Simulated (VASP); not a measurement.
Write the native input for VASP 6.6.1 that does the following.

```
Task                   : single point
Functional             : LDA
Potentials or basis    : VASP PAW LDA potentials, release 64 (Si, O)
Cutoff                 : 520 eV
k mesh                 : 6 × 6 × 10
Occupations            : gaussian, width 0.05 eV
Spin                   : no spin polarisation
Dipole correction      : no
Further INCAR settings : ALGO = Normal; EDIFF = 1e-07; NBANDS = 25
```

The structure of SiO2 lies in POSCAR:

```
SiO2
1.0
    4.5829536288      0.0000000000      0.0000000000
    0.0000000000      4.5829536288      0.0000000000
    0.0000000000      0.0000000000      2.5375814243
Si O
2 4
Direct
    0.5000000000      0.5000000000      0.5000000000
    0.0000000000      0.0000000000      0.0000000000
    0.6944252994      0.6944252994      0.0000000000
    0.1944252994      0.8055747006      0.5000000000
    0.3055747006      0.3055747006      0.0000000000
    0.8055747006      0.1944252994      0.5000000000
```

This cell differs from its parent crystal: volume 8.883 Å^3 an atom, c/a of the conventional cell 0.5537.

The input as run:

INCAR

```
SYSTEM = SiO2
PREC = Accurate
ENCUT = 520
EDIFF = 1E-7
ISMEAR = 0
SIGMA = 0.05
LREAL = .FALSE.
LASPH = .TRUE.
NELM = 60
ALGO = Normal
ISIF = 2
LWAVE = .FALSE.
LCHARG = .FALSE.
GGA = CA
NBANDS = 25
```

KPOINTS

```
regular mesh
0
G
  6 6 10
  0 0 0
```

Potentials or basis: VASP PAW LDA potentials, release 64 (Si, O).

Run with:

```bash
$ cat potpaw_LDA.64/Si/POTCAR potpaw_LDA.64/O/POTCAR > POTCAR
$ mpirun -np 1 vasp_std > vasp.out
```

Results of the run:

| Item | Value |
| --- | --- |
| Pressure | -27.3 GPa |
| Largest force | 2.311 eV/Å |
| Band gap on the k mesh | 3.58 eV, direct |

Caveat: forces of over 1 eV/Å act on the atoms, so gaps and moduli don't describe the material at rest.

Wall time 40 s on 1 thread of Intel Xeon 6975P-C (shared host), peak memory 0.18 GiB.
